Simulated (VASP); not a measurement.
Crystal: Pb.

```
Pb
1.0
     3.54825    0.00000    0.00000
    -1.77413    3.07288    0.00000
     0.00000    0.00000    5.69964
Pb
2
Direct
  0.66667 0.33333 0.75000
  0.33333 0.66667 0.25000
```

Base run:

| Property | Result |
| --- | --- |
| Program | VASP 6.6.1 |
| Functional | LDA |
| Potentials or basis | VASP PAW LDA potentials, release 64 (Pb_d) |
| Cutoff | 520 eV |
| k mesh | 9 × 9 × 5 |
| Occupations | fermi-dirac, width 0.05 eV |
| Spin | no spin polarisation |

Its results: band gap on the k mesh zero (band 14 reaches 12.07 eV, above the bottom of band 15 at 4.86 eV); pressure -2.9 GPa.

Q: The run is repeated on the same cell with these changes: functional from LDA to PBEsol; potentials or basis from VASP PAW LDA potentials, release 64 (Pb_d) to VASP PAW PBE potentials, release 64 (Pb_d). What comes out?

A: Band gap on the k mesh zero (band 14 reaches 12.22 eV, above the bottom of band 15 at 4.93 eV); pressure -1.5 GPa.

Caveats: spin-orbit coupling is left out, which moves the levels of the heavy elements; the PAW data sets were made with another functional, which shifts forces and pressure a little (some runs).
